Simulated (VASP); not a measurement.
# TaHO2 (P-6m2) in VASP: further runs

TaHO2 is run at these levels: PBE; tasks: relaxation of cell and atoms, single point.

Everything below comes from runs of VASP 6.6.1. Logs are shortened: lines on timing, memory, paths and dates and some standing lists are left out, and cuts for length are marked.

## 1. The cell of the first run

The structure is hexagonal, space group P-6m2 (No. 187). The conventional cell has a = 3.004 Å, b = 3.004 Å, c = 4.783 Å, α = 90.00°, β = 90.00°, γ = 120.00°. Ta (site symmetry -6m2) has 6 O at 2.16 Å and 6 H at 2.95 Å and 6 Ta at 3.00 Å within 3.1 Å. H (site symmetry -6m2) has 6 O at 2.05 Å within 2.7 Å. O (site symmetry 3m) has 3 H at 2.05 Å and 3 Ta at 2.16 Å and 2 O at 2.20 to 2.58 Å within 2.7 Å.

## 2. Relaxation of cell and atoms, PBE

INCAR reads:

```
PREC = Accurate
ENCUT = 600
EDIFF = 1E-6
ISMEAR = 0
SIGMA = 0.1
LREAL = F
LASPH = T
NELM = 80
ALGO = Normal
ISIF = 3
LWAVE = F
LCHARG = F
GGA = PE
IBRION = 2
NSW = 90
EDIFFG = -0.04
```

KPOINTS reads:

```
Automatic mesh
0
Gamma
  6 6 4
```

POSCAR reads:

```
TaHO2
1.0
    3.0042465600      0.0000000000      0.0000000000
   -1.5021232800      2.6017538400      0.0000000000
    0.0000000000      0.0000000000      4.7825838000
Ta H O
1 1 2
Direct
    0.3333333300      0.6666666700      0.0000000000
    0.6666666700      0.3333333300      0.5000000000
    0.0000000000      0.0000000000      0.2699988000
    0.0000000000      0.0000000000      0.7300012000
```

Potentials or basis: VASP PAW PBE potentials, release 64 (Ta_pv, H, O).

Run with:

```sh
> cat potpaw_PBE.64/Ta_pv/POTCAR potpaw_PBE.64/H/POTCAR potpaw_PBE.64/O/POTCAR > POTCAR
> mpirun -np 1 vasp_std > vasp.out
```

OUTCAR:

```text
PREC = Accurate
   ENCUT = 600
   EDIFF = 1E-6
   ISMEAR = 0
   LREAL = F
   LASPH = T
   NELM = 80
   ISIF = 3
   GGA = PE
   IBRION = 2
   NSW = 90
   EDIFFG = -0.04

 ion  position               nearest neighbor table
   1  0.333  0.667  0.000-   3 2.16   4 2.16   3 2.16   4 2.16   3 2.16   4 2.16
   2  0.667  0.333  0.500-
   3  0.000  0.000  0.270-   1 2.16   1 2.16   1 2.16
   4  0.000  0.000  0.730-   1 2.16   1 2.16   1 2.16

  LATTYP: Found a hexagonal cell.
 ALAT       =     3.0042465600
 C/A-ratio  =     1.5919411754

  Lattice vectors:

 A1 = (   3.0042465600,   0.0000000000,   0.0000000000)
 A2 = (  -1.5021232800,   2.6017538400,   0.0000000000)
 A3 = (   0.0000000000,   0.0000000000,   4.7825838000)

Analysis of symmetry for initial positions (statically):
=====================================================================
 Subroutine PRICEL returns:
 Original cell was already a primitive cell.

 Routine SETGRP: Setting up the symmetry group for a
 hexagonal supercell.

 Subroutine GETGRP returns: Found 12 space group operations
 (whereof 12 operations were pure point group operations)
 out of a pool of 24 trial point group operations.

The static configuration has the point symmetry D_3h.

Analysis of symmetry for dynamics (positions and initial velocities):
=====================================================================
 Subroutine PRICEL returns:
 Original cell was already a primitive cell.

 Routine SETGRP: Setting up the symmetry group for a
 hexagonal supercell.

 Subroutine GETGRP returns: Found 12 space group operations
 (whereof 12 operations were pure point group operations)
 out of a pool of 24 trial point group operations.

The dynamic configuration has the point symmetry D_3h.

 Subroutine INISYM returns: Found 12 space group operations
 (whereof 12 operations are pure point group operations),
 and found     1 'primitive' translations

----------------------------------------------------------------------------------------

                                     Primitive cell

  volume of cell :      37.3822

  direct lattice vectors                    reciprocal lattice vectors
     3.004246560  0.000000000  0.000000000     0.332862160  0.192178058  0.000000000
    -1.502123280  2.601753840  0.000000000     0.000000000  0.384356116  0.000000000
     0.000000000  0.000000000  4.782583800     0.000000000  0.000000000  0.209091998

  length of vectors
     3.004246560  3.004246560  4.782583800     0.384356116  0.384356116  0.209091998

  position of ions in fractional coordinates (direct lattice)
     0.333333330  0.666666670  0.000000000
     0.666666670  0.333333330  0.500000000
     0.000000000  0.000000000  0.269998800
     0.000000000  0.000000000  0.730001200

  ion indices of the primitive-cell ions
   primitive index   ion index
                 1           1
                 2           2
                 3           3
                 4           4

----------------------------------------------------------------------------------------

 KPOINTS: Automatic mesh

Automatic generation of k-mesh.
 Grid dimensions read from file:
 generate k-points for:    6    6    4

 Generating k-lattice:

  Cartesian coordinates                     Fractional coordinates (reciprocal lattice)
     0.055477027  0.032029676  0.000000000     0.166666667 -0.000000000  0.000000000
     0.000000000  0.064059353  0.000000000     0.000000000  0.166666667  0.000000000
     0.000000000  0.000000000  0.052272999     0.000000000  0.000000000  0.250000000

  Length of vectors
     0.064059353  0.064059353  0.052272999

  Shift w.r.t. Gamma in fractional coordinates (k-lattice)
     0.000000000  0.000000000  0.000000000

 Subroutine IBZKPT returns following result:
 ===========================================

 Found     21 irreducible k-points:

 Following reciprocal coordinates:
            Coordinates               Weight
  0.000000  0.000000  0.000000      1.000000
  0.166667  0.000000  0.000000      6.000000
  0.333333  0.000000  0.000000      6.000000
  0.500000  0.000000  0.000000      3.000000
  0.166667  0.166667  0.000000      6.000000
  0.333333  0.166667  0.000000     12.000000
[... 13 lines left out ...]
  0.333333  0.166667  0.500000     12.000000
  0.333333  0.333333  0.500000      2.000000
   k-points           NKPTS =     21   k-points in BZ     NKDIM =     21   number of bands    NBANDS=     16
   number of dos      NEDOS =    301   number of ions     NIONS =      4
   total plane-waves  NPLWV =  23040
   dimension x,y,z NGX =    24 NGY =   24 NGZ =   40
   dimension x,y,z NGXF=    48 NGYF=   48 NGZF=   80
   ions per type =               1   1   2
   NGX,Y,Z   is equivalent  to a cutoff of  13.28, 13.28, 13.90 a.u.
   NGXF,Y,Z  is equivalent  to a cutoff of  26.56, 26.56, 27.81 a.u.
 SYSTEM =  unknown system
   PREC   = accura    normal or accurate (medium, high low for compatibility)
   ISTART =      0    job   : 0-new  1-cont  2-samecut
   ICHARG =      2    charge: 1-file 2-atom 10-const
   ISPIN  =      1    spin polarized calculation?
   LNONCOLLINEAR =      F non collinear calculations
   LSORBIT =      F    spin-orbit coupling
   LASPH  =      T    aspherical Exc in radial PAW
   ENCUT  =  600.0 eV  44.10 Ry    6.64 a.u.   6.00  6.00  9.55*2*pi/ulx,y,z
   NELM   =     80;   NELMIN=  2; NELMDL= -5     # of ELM steps
   EDIFF  = 0.1E-05   stopping-criterion for ELM
   LREAL  =      F    real-space projection
   EDIFFG = -.4E-01   stopping-criterion for IOM
   NSW    =     90    number of steps for IOM
   IBRION =      2    ionic relax: 0-MD 1-quasi-New 2-CG
   NFREE  =      1    steps in history (QN), initial steepest desc. (CG)
   ISIF   =      3    stress and relaxation
   ISYM   =      2    0-nonsym 1-usesym 2-fastsym
   POTIM  = 0.5000    time-step for ionic-motion
   TEBEG  =    0.0;   TEEND  =   0.0 temperature during run
   PSTRESS=    0.0 pullay stress
   NELECT =      24.0000    total number of electrons
   NUPDOWN=      -1.0000    fix difference up-down
   EMIN   =  10.00;   EMAX   =-10.00  energy-range for DOS
   EFERMI =   0.00;   METHOD = LEGACY
   ISMEAR =     0;   SIGMA  =   0.10  broadening in eV -4-tet -1-fermi 0-gaus
   EFERMI_NEDOS =   21; number of points for ismear=-14 and -15
   IALGO  =     38    algorithm
   IMIX   =      4    mixing-type and parameters
     AMIX     =   0.40;   BMIX     =  1.00
     AMIX_MAG =   1.60;   BMIX_MAG =  1.00
  volume/ion in A,a.u.               =       9.35        63.07
  Fermi-wavevector in a.u.,A,eV,Ry     =   1.412290  2.668841 27.137666  1.994562
  Thomas-Fermi vector in A             =   2.534054
   LORBIT       =      0    0 simple, 1 ext, 2 COOP (PROOUT), +10 PAW based schemes
   GGA     = PE    functional components
   LHFCALC =     F    Hartree Fock is set to
   AEXX    =    0.0000 exact exchange contribution
   IVDW    =     0    specifies the selected vdW correction
   LEPSILON=     F    determine dielectric tensor
   LRPA    =     F    only Hartree local field effects (RPA)
 conjugate gradient relaxation of ions
 non-spin polarized calculation
 Gauss-broadening in eV      SIGMA  =   0.10
  energy-cutoff  :      600.00
  volume of cell :       37.38
 maximum number of plane-waves:      1278
   NGX = 13   NGY = 13   NGZ = 19

--------------------------------------- Ionic step        1  -------------------------------------------

 number of electron      24.0000003 magnetization

 Free energy of the ion-electron system (eV)
  ---------------------------------------------------
  ext. energy  EPLUGINS =         0.00000000
  ---------------------------------------------------
  free energy    TOTEN  =       -28.63456256 eV

  energy without entropy =      -28.62561842  energy(sigma->0) =      -28.63009049

------------------------ aborting loop because EDIFF is reached ----------------------------------------

  FORCE on cell =-STRESS in cart. coord.  units (eV):
  Direction    XX          YY          ZZ          XY          YZ          ZX
  --------------------------------------------------------------------------------------
  -------------------------------------------------------------------------------------
  Total       -3.4993782     -3.4993782      3.1956983      0.0000000     -0.0000000      0.0000000
  in kB     -149.9812931   -149.9812931    136.9657521      0.0000000     -0.0000000      0.0000000
  external PRESSURE =     -54.3322780 kB  Pullay stress =       0.0000000 kB
[... 95 lines left out ...]
  FREE ENERGIE OF THE ION-ELECTRON SYSTEM (eV)
  ---------------------------------------------------
  free  energy   TOTEN  =       -29.0250825975 eV

  energy  without entropy=      -29.0157022412  energy(sigma->0) =      -29.02039242

[... ionic steps 4 to 9 ...]

--------------------------------------- Ionic step       10  -------------------------------------------

 number of electron      24.0000003 magnetization

------------------------ aborting loop because EDIFF is reached ----------------------------------------

  FORCE on cell =-STRESS in cart. coord.  units (eV):
  Direction    XX          YY          ZZ          XY          YZ          ZX
  --------------------------------------------------------------------------------------
  -------------------------------------------------------------------------------------
  Total       -0.1181093     -0.1181093      0.2626649      0.0000000     -0.0000000      0.0000000
  in kB       -4.5772097     -4.5772097     10.1793186      0.0000000     -0.0000000      0.0000000
  external PRESSURE =       0.3416331 kB  Pullay stress =       0.0000000 kB
[... 61 lines left out ...]
  energy  without entropy=      -29.2742177322  energy(sigma->0) =      -29.27847622

--------------------------------------- Ionic step       12  -------------------------------------------

 number of electron      24.0000003 magnetization

 Free energy of the ion-electron system (eV)
  ---------------------------------------------------
  ext. energy  EPLUGINS =         0.00000000
  ---------------------------------------------------
  free energy    TOTEN  =       -29.28331693 eV

  energy without entropy =      -29.27495101  energy(sigma->0) =      -29.27913397

 E-fermi :   3.5327     XC(G=0): -11.0479

 val. band max:        3.4699631613   @ k =   0.5000   0.0000   0.5000
 cond. band min:       3.5430148550   @ k =   0.3333   0.3333   0.5000
 fundamental gap:      0.0730516937
 Fermi energy:         3.5326697064

 k-point     1 :       0.0000    0.0000    0.0000
  band No.  band energies     occupation
      1     -31.6941      2.00000
      2     -30.9631      2.00000
      3     -30.9631      2.00000
      4     -16.6864      2.00000
      5     -14.8174      2.00000
      6      -4.3926      2.00000
[... 8 lines left out ...]
     15       6.7440      0.00000
     16       7.7866      0.00000
[... 409 lines left out ...]
  FREE ENERGIE OF THE ION-ELECTRON SYSTEM (eV)
  ---------------------------------------------------
  free  energy   TOTEN  =       -29.2833169302 eV

  energy  without entropy=      -29.2749510060  energy(sigma->0) =      -29.27913397

 reached required accuracy - stopping structural energy minimisation
```

Wall time 45 s (1 thread of Intel Xeon 6975P-C (Granite Rapids), shared host); peak memory 0.17 GiB.

What came out:

```yaml
Free_energy: -29.2833 eV
Relaxed_volume: 10.35 Å³/atom
Relaxed_cell: a = 2.942 Å, b = 2.942 Å, c = 5.523 Å, α = 90.00°, β = 90.00°, γ = 120.00°
Space_group_after_relaxing_to_0.1_Å: P-6m2 (No. 187)
Energy_gained_by_relaxing: 162.2 meV/atom
Ionic_steps: 12
Pressure_after_relaxing: -0.2 GPa
Largest_force_after_relaxing: 0.028 eV/Å
Band_gap_on_the_k_mesh: zero (bands 12 and 13 overlap by 0.86 eV)
```

Forces on the atoms (eV/Å):
```
Ta   0.000  0.000  0.000
H    0.000  0.000  0.000
O    0.000  0.000 -0.028
O    0.000  0.000  0.028
```

Stress tensor (GPa, compression positive):
```
-0.42  0.00  0.00
 0.00 -0.42  0.00
 0.00  0.00  0.20
```

Step by step:
| step | energy change (eV) | largest force (eV/Å) | pressure (GPa) | volume (Å³) |
| --- | --- | --- | --- | --- |
| 1 | 0.0000 | 2.3149 | -5.43 | 37.38 |
| 2 | -0.3632 | 0.7519 | 20.63 | 35.62 |
| 3 | -0.3905 | 0.1189 | 14.09 | 35.97 |
| 4 | -0.6051 | 0.5177 | -0.21 | 39.20 |
| 5 | -0.6065 | 0.6100 | -1.51 | 39.55 |
| 6 | -0.6065 | 0.5893 | -1.25 | 39.48 |
| 7 | -0.6326 | 0.1687 | 1.87 | 39.81 |
| 8 | -0.6361 | 0.0565 | 3.49 | 39.97 |
| 9 | -0.6480 | 0.0309 | 0.48 | 41.16 |
| 10 | -0.6482 | 0.0287 | 0.03 | 41.34 |
| 11 | -0.6482 | 0.0290 | 0.09 | 41.31 |
| 12 | -0.6488 | 0.0278 | -0.22 | 41.40 |

Final structure:
```yaml
crystal:
  lattice:
    - [2.94216, 0.00000, 0.00000]
    - [-1.47108, 2.54799, 0.00000]
    - [0.00000, 0.00000, 5.52278]
  atoms:
    - { symbol: Ta, position: [0.33333, 0.66667, 0.00000] }
    - { symbol: H, position: [0.66667, 0.33333, 0.50000] }
    - { symbol: O, position: [0.00000, 0.00000, 0.22500] }
    - { symbol: O, position: [0.00000, 0.00000, 0.77500] }
```

Caveat: the k points lie up to 0.41 Å⁻¹ apart in the final cell, too coarse for converged energies and pressures of a metal; a cell axis changed by over 15 % at a fixed basis, so the end point is rough; spin-orbit coupling is left out, which moves the levels of the heavy elements.

[end of part 1 of 2]
